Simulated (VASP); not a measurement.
C6O, 7 atoms in the cell. The cell holds a slab with vacuum, 7 atoms: a = 2.465 Å, b = 2.465 Å, c = 25.699 Å, α = 90.00°, β = 90.00°, γ = 120.00°. 

| Quantity | Value |
| --- | --- |
| Program | VASP 6.6.1 |
| Task | single point |
| Functional | PBE |
| Dispersion | D3(BJ) |
| Potentials or basis | VASP PAW PBE potentials, release 64 (C, O) |
| Cutoff | 520 eV |
| k mesh | 12 × 12 × 1 |
| Occupations | gaussian, width 0.05 eV |
| Spin | collinear spin, ferromagnetic start |
| Starting moments | [0.0, 0.0, 0.0, 0.0, 0.0, 0.0, 2.0] μB |
| Dipole correction | yes |
| Further INCAR settings | ALGO = Normal; EDIFF = 1e-06; NBANDS = 28 |

Potentials or basis: VASP PAW PBE potentials, release 64 (C, O).

The run is started by

```sh
$ cat potpaw_PBE.64/C/POTCAR potpaw_PBE.64/O/POTCAR > POTCAR
$ mpirun -np 1 vasp_std > vasp.out
```

Hardware: 1 thread of Intel(R) Xeon(R) Platinum 8375C CPU @ 2.90GHz (Ice Lake), on a shared host.

Question: How long does it take, and how much memory?

Answer: It took 4.5 min on 1 thread of Intel(R) Xeon(R) Platinum 8375C CPU @ 2.90GHz (Ice Lake), with other jobs on the host, peak memory 0.34 GiB. Counts: scf iterations 38, k points 19.
